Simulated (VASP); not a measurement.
# LaReGe (I4_1md) in VASP: single point with r2SCAN

Aim: the single point of LaReGe with r2SCAN.

Everything below comes from runs of VASP 6.6.1. Logs are shortened: lines on timing, memory, paths and dates and some standing lists are left out, and cuts for length are marked.

## 1. The cell of the first run

The structure is tetragonal, space group I4_1md (No. 109). Conventional cell: a = 4.396 Å, b = 4.396 Å, c = 15.033 Å, α = 90.00°, β = 90.00°, γ = 90.00°. La (site symmetry 2mm) has 6 Ge at 3.33 to 3.36 Å and 6 Re at 3.34 to 3.35 Å and 8 La at 4.35 to 4.40 Å within 4.4 Å. Ge (site symmetry 2mm) has 3 Re at 2.50 to 2.53 Å and 6 La at 3.33 to 3.36 Å within 3.4 Å. Within 3.4 Å of Re (site symmetry 2mm) lie 3 Ge at 2.50 to 2.53 Å and 6 La at 3.34 to 3.35 Å.

## 2. Single point, r2SCAN

File POSCAR:

```
LaReGe
1.0
    0.0000000000      4.3959100000      0.0000000000
    4.3959100000      0.0000000000      0.0000000000
    2.1979550000      2.1979550000     -7.5164390000
La Ge Re
2 2 2
Direct
    0.0000000000      0.0000000000      0.0000000000
    0.7500000000      0.2500000000      0.5000000000
    0.4160000000      0.4160000000      0.1680000000
    0.1660000000      0.6660000000      0.6680000000
    0.5823000000      0.5823000000      0.8354000000
    0.3323000000      0.8323000000      0.3354000000
```

File INCAR.step1:

```
SYSTEM = LaReGe
ALGO = Normal ; EDIFF = 1E-4
ENCUT = 520 ; GGA = PE
ISMEAR = 0 ; LASPH = .TRUE.
LCHARG = .FALSE. ; LREAL = .FALSE.
LWAVE = .TRUE. ; NBANDS = 41
NELM = 80 ; PREC = Accurate
SIGMA = 0.0284
```

File INCAR.step2:

```
SYSTEM = LaReGe
ALGO = Normal ; EDIFF = 1E-7
ENCUT = 520 ; ISIF = 2
ISMEAR = 0 ; ISTART = 1
LASPH = .TRUE. ; LCHARG = .FALSE.
LMIXTAU = .TRUE. ; LREAL = .FALSE.
LWAVE = .FALSE. ; METAGGA = R2SCAN
NBANDS = 41 ; NELM = 80
PREC = Accurate ; SIGMA = 0.0284
```

File KPOINTS:

```
k-points
0
G
  6 6 6
  0 0 0
```

Potentials or basis: VASP PAW PBE potentials, release 64 (La, Ge_d, Re).

Started as:

```console
> cat potpaw_PBE.64/La/POTCAR potpaw_PBE.64/Ge_d/POTCAR potpaw_PBE.64/Re/POTCAR > POTCAR
> cp INCAR.step1 INCAR
> mpirun -np 1 vasp_std > vasp.out
> cp INCAR.step2 INCAR
> mpirun -np 1 vasp_std > vasp.out
```

OUTCAR:

```text
SYSTEM = LaReGe
   EDIFF = 1E-7
   ENCUT = 520
   ISIF = 2
   ISMEAR = 0
   ISTART = 1
   LASPH = .TRUE.
   LREAL = .FALSE.
   METAGGA = R2SCAN
   NELM = 80
   PREC = Accurate

 ion  position               nearest neighbor table
   1  0.000  0.000  0.000-   6 3.34   6 3.34   5 3.35   5 3.35   5 3.35   5 3.35
   2  0.750  0.250  0.500-   5 3.34   5 3.34   6 3.35   6 3.35   6 3.35   6 3.35
   3  0.416  0.416  0.168-   5 2.50   6 2.53   6 2.53
   4  0.166  0.666  0.668-   6 2.50   5 2.53   5 2.53
   5  0.582  0.582  0.835-   3 2.50   4 2.53   4 2.53   2 3.34   2 3.34   1 3.35   1 3.35   1 3.35
                             1 3.35
   6  0.332  0.832  0.335-   4 2.50   3 2.53   3 2.53   1 3.34   1 3.34   2 3.35   2 3.35   2 3.35
                             2 3.35

  LATTYP: Found a body centered tetragonal cell.
 ALAT       =     4.3959100000
 C/A-ratio  =     3.4197419874

  Lattice vectors:

 A1 = (  -2.1979550000,   2.1979550000,   7.5164390000)
 A2 = (   2.1979550000,  -2.1979550000,   7.5164390000)
 A3 = (   2.1979550000,   2.1979550000,  -7.5164390000)

Analysis of symmetry for initial positions (statically):
=====================================================================
 Subroutine PRICEL returns:
 Original cell was already a primitive cell.

 Routine SETGRP: Setting up the symmetry group for a
 body centered tetragonal supercell.

 Subroutine GETGRP returns: Found  8 space group operations
 (whereof  4 operations were pure point group operations)
 out of a pool of 16 trial point group operations.

The static configuration has the point symmetry C_2v.
 The point group associated with its full space group is C_4v.

Analysis of symmetry for dynamics (positions and initial velocities):
=====================================================================
 Subroutine PRICEL returns:
 Original cell was already a primitive cell.

 Routine SETGRP: Setting up the symmetry group for a
 body centered tetragonal supercell.

 Subroutine GETGRP returns: Found  8 space group operations
 (whereof  4 operations were pure point group operations)
 out of a pool of 16 trial point group operations.

The dynamic configuration has the point symmetry C_2v.
 The point group associated with its full space group is C_4v.

 Subroutine INISYM returns: Found  8 space group operations
 (whereof  4 operations are pure point group operations),
 and found     1 'primitive' translations

----------------------------------------------------------------------------------------

                                     Primitive cell

  volume of cell :     145.2479

  direct lattice vectors                    reciprocal lattice vectors
     0.000000000  4.395910000  0.000000000     0.000000000  0.227484184  0.066520862
     4.395910000  0.000000000  0.000000000     0.227484184  0.000000000  0.066520862
     2.197955000  2.197955000 -7.516439000     0.000000000  0.000000000 -0.133041724

  length of vectors
     4.395910000  4.395910000  8.133810153     0.237010715  0.237010715  0.133041724

  position of ions in fractional coordinates (direct lattice)
     0.000000000  0.000000000  0.000000000
     0.750000000  0.250000000  0.500000000
     0.416000000  0.416000000  0.168000000
     0.166000000  0.666000000  0.668000000
     0.582300000  0.582300000  0.835400000
     0.332300000  0.832300000  0.335400000

  ion indices of the primitive-cell ions
   primitive index   ion index
                 1           1
                 2           2
                 3           3
                 4           4
                 5           5
                 6           6

----------------------------------------------------------------------------------------

 KPOINTS: k-points

Automatic generation of k-mesh.
 Grid dimensions read from file:
 generate k-points for:    6    6    6

 Generating k-lattice:

  Cartesian coordinates                     Fractional coordinates (reciprocal lattice)
     0.000000000  0.037914031  0.011086810     0.166666667  0.000000000 -0.000000000
     0.037914031  0.000000000  0.011086810     0.000000000  0.166666667 -0.000000000
     0.000000000  0.000000000 -0.022173621     0.000000000  0.000000000  0.166666667

  Length of vectors
     0.039501786  0.039501786  0.022173621

  Shift w.r.t. Gamma in fractional coordinates (k-lattice)
     0.000000000  0.000000000  0.000000000

 Subroutine IBZKPT returns following result:
 ===========================================

 Found     30 irreducible k-points:

 Following reciprocal coordinates:
            Coordinates               Weight
  0.000000  0.000000  0.000000      1.000000
  0.166667  0.000000  0.000000      8.000000
  0.333333  0.000000  0.000000      8.000000
  0.500000  0.000000  0.000000      4.000000
  0.166667  0.166667  0.000000      8.000000
  0.333333  0.166667  0.000000     16.000000
[... 16 lines left out ...]
 -0.333333 -0.333333  0.166667      4.000000
 -0.166667 -0.333333  0.166667     16.000000
 [... further k-points ...]
   k-points           NKPTS =     30   k-points in BZ     NKDIM =     30   number of bands    NBANDS=     41
   number of dos      NEDOS =    301   number of ions     NIONS =      6
   total plane-waves  NPLWV =  77760
   dimension x,y,z NGX =    36 NGY =   36 NGZ =   60
   dimension x,y,z NGXF=    72 NGYF=   72 NGZF=  120
   ions per type =               2   2   2
   NGX,Y,Z   is equivalent  to a cutoff of  13.61, 13.61, 12.26 a.u.
   NGXF,Y,Z  is equivalent  to a cutoff of  27.23, 27.23, 24.53 a.u.
 SYSTEM =  LaReGe
   PREC   = accura    normal or accurate (medium, high low for compatibility)
   ISTART =      1    job   : 0-new  1-cont  2-samecut
   ICHARG =      0    charge: 1-file 2-atom 10-const
   ISPIN  =      1    spin polarized calculation?
   LNONCOLLINEAR =      F non collinear calculations
   LSORBIT =      F    spin-orbit coupling
   LASPH  =      T    aspherical Exc in radial PAW
   ENCUT  =  520.0 eV  38.22 Ry    6.18 a.u.   8.17  8.17 15.12*2*pi/ulx,y,z
   NELM   =     80;   NELMIN=  2; NELMDL=  0     # of ELM steps
   EDIFF  = 0.1E-06   stopping-criterion for ELM
   LREAL  =      F    real-space projection
   EDIFFG = 0.1E-05   stopping-criterion for IOM
   NSW    =      0    number of steps for IOM
   IBRION =     -1    ionic relax: 0-MD 1-quasi-New 2-CG
   NFREE  =      0    steps in history (QN), initial steepest desc. (CG)
   ISIF   =      2    stress and relaxation
   ISYM   =      2    0-nonsym 1-usesym 2-fastsym
   POTIM  = 0.5000    time-step for ionic-motion
   TEBEG  =    0.0;   TEEND  =   0.0 temperature during run
   PSTRESS=    0.0 pullay stress
   NELECT =      64.0000    total number of electrons
   NUPDOWN=      -1.0000    fix difference up-down
   EMIN   =  10.00;   EMAX   =-10.00  energy-range for DOS
   EFERMI =   0.00;   METHOD = LEGACY
   ISMEAR =     0;   SIGMA  =   0.03  broadening in eV -4-tet -1-fermi 0-gaus
   EFERMI_NEDOS =   21; number of points for ismear=-14 and -15
   IALGO  =     38    algorithm
   IMIX   =      4    mixing-type and parameters
     AMIX     =   0.40;   BMIX     =  1.00
     AMIX_MAG =   1.60;   BMIX_MAG =  1.00
  volume/ion in A,a.u.               =      24.21       163.36
  Fermi-wavevector in a.u.,A,eV,Ry     =   1.245752  2.354130 21.114854  1.551898
  Thomas-Fermi vector in A             =   2.379960
   LORBIT       =      0    0 simple, 1 ext, 2 COOP (PROOUT), +10 PAW based schemes
   METAGGA = R2SCAN    functional components
   LHFCALC =     F    Hartree Fock is set to
   AEXX    =    0.0000 exact exchange contribution
   IVDW    =     0    specifies the selected vdW correction
   LEPSILON=     F    determine dielectric tensor
   LRPA    =     F    only Hartree local field effects (RPA)
 non-spin polarized calculation
 Gauss-broadening in eV      SIGMA  =   0.03
  energy-cutoff  :      520.00
  volume of cell :      145.25
 maximum number of plane-waves:      3964
 NGX is ok and might be reduce to    36
   NGX = 17   NGY = 17   NGZ = 31

 number of electron      63.9999977 magnetization

 Free energy of the ion-electron system (eV)
  ---------------------------------------------------
  ext. energy  EPLUGINS =         0.00000000
  ---------------------------------------------------
  free energy    TOTEN  =      -192.57379247 eV

  energy without entropy =     -192.57016357  energy(sigma->0) =     -192.57197802

 E-fermi :   6.7937     XC(G=0): -11.5346

 val. band max:        6.7934791045   @ k =   0.0000   0.0000   0.5000
 cond. band min:       6.7972064161   @ k =  -0.3333   0.0000   0.3333
 fundamental gap:      0.0037273116
 Fermi energy:         6.7937052418

 k-point     1 :       0.0000    0.0000    0.0000
  band No.  band energies     occupation
      1     -26.6958      2.00000
      2     -26.6704      2.00000
      3     -17.8270      2.00000
      4     -17.8243      2.00000
      5     -17.7932      2.00000
      6     -17.7925      2.00000
[... 33 lines left out ...]
     40       9.5596      0.00000
     41       9.7294      0.00000

 k-point     2 :       0.1667    0.0000    0.0000
  band No.  band energies     occupation
      1     -26.6914      2.00000
      2     -26.6690      2.00000
      3     -17.8264      2.00000
      4     -17.8239      2.00000
      5     -17.7935      2.00000
      6     -17.7928      2.00000
[... 33 lines left out ...]
     40       9.5758      0.00000
     41       9.7122      0.00000

 k-point     3 :       0.3333    0.0000    0.0000
  band No.  band energies     occupation
      1     -26.6819      2.00000
      2     -26.6667      2.00000
      3     -17.8250      2.00000
      4     -17.8232      2.00000
      5     -17.7941      2.00000
      6     -17.7932      2.00000
[... 33 lines left out ...]
     40       9.5662      0.00000
     41       9.7029      0.00000

 k-point     4 :       0.5000    0.0000    0.0000
  band No.  band energies     occupation
      1     -26.6766      2.00000
      2     -26.6661      2.00000
      3     -17.8243      2.00000
      4     -17.8228      2.00000
      5     -17.7944      2.00000
      6     -17.7933      2.00000
[... 825 lines left out ...]
     40       9.5956      0.00000
     41       9.6681      0.00000

 k-point    23 :      -0.3333   -0.3333    0.1667
  band No.  band energies     occupation
      1     -26.6668      2.00000
      2     -26.6668      2.00000
      3     -17.8224      2.00000
      4     -17.8224      2.00000
      5     -17.7932      2.00000
      6     -17.7932      2.00000
[... 33 lines left out ...]
     40       9.5768      0.00000
     41       9.6936      0.00000

 k-point    24 :      -0.1667   -0.3333    0.1667
  band No.  band energies     occupation
      1     -26.6744      2.00000
      2     -26.6692      2.00000
      3     -17.8239      2.00000
      4     -17.8232      2.00000
      5     -17.7937      2.00000
      6     -17.7932      2.00000
[... 33 lines left out ...]
     40       9.5860      0.00000
     41       9.6705      0.00000

 [... further k-points ...]

------------------------ aborting loop because EDIFF is reached ----------------------------------------

  FORCE on cell =-STRESS in cart. coord.  units (eV):
  Direction    XX          YY          ZZ          XY          YZ          ZX
  --------------------------------------------------------------------------------------
  -------------------------------------------------------------------------------------
  Total       -4.7232475     -4.7232475     -5.5145333      0.0000000      0.0000000      0.0000000
  in kB      -52.1004603    -52.1004603    -60.8288527      0.0000000      0.0000000      0.0000000
  external PRESSURE =     -55.0099244 kB  Pullay stress =       0.0000000 kB

 VOLUME and BASIS-vectors are now :
 -----------------------------------------------------------------------------
  energy-cutoff  :      520.00
  volume of cell :      145.25
      direct lattice vectors                 reciprocal lattice vectors
     0.000000000  4.395910000  0.000000000     0.000000000  0.227484184  0.066520862
     4.395910000  0.000000000  0.000000000     0.227484184  0.000000000  0.066520862
     2.197955000  2.197955000 -7.516439000     0.000000000  0.000000000 -0.133041724

 POSITION                                       TOTAL-FORCE (eV/Angst)
 -----------------------------------------------------------------------------------
      0.00000      0.00000      0.00000         0.000000      0.000000      0.067734
      2.19795      4.39591     -3.75822         0.000000      0.000000      0.067734
      2.19795      2.19795     -1.26276        -0.000000     -0.000000     -0.278530
      4.39591      2.19795     -5.02098        -0.000000     -0.000000     -0.278530
      4.39591      4.39591     -6.27923         0.000000      0.000000      0.210796
      4.39591      2.19795     -2.52101         0.000000      0.000000      0.210796
 -----------------------------------------------------------------------------------
    total drift:                               -0.000124     -0.000124     -0.000817

  FREE ENERGIE OF THE ION-ELECTRON SYSTEM (eV)
  ---------------------------------------------------
  free  energy   TOTEN  =      -192.5737924746 eV

  energy  without entropy=     -192.5701635667  energy(sigma->0) =     -192.57197802
```

It took 17 min on 1 thread of AMD EPYC 7R13 (Zen 3), shared host; peak memory 0.38 GiB.

Results:

```
Free energy            : -192.5738 eV
Pressure               : -5.5 GPa
Largest force          : 0.279 eV/Å
Band gap on the k mesh : zero (bands 32 and 33 overlap by 0.46 eV)
```

Forces on the atoms (eV/Å):
```
La   0.000  0.000  0.068
La   0.000  0.000  0.068
Ge   0.000  0.000 -0.279
Ge   0.000  0.000 -0.279
Re   0.000  0.000  0.211
Re   0.000  0.000  0.211
```

Caveat: the cell stands under tension; the PAW data sets were made with another functional, which shifts forces and pressure a little; spin-orbit coupling is left out, which moves the levels of the heavy elements.
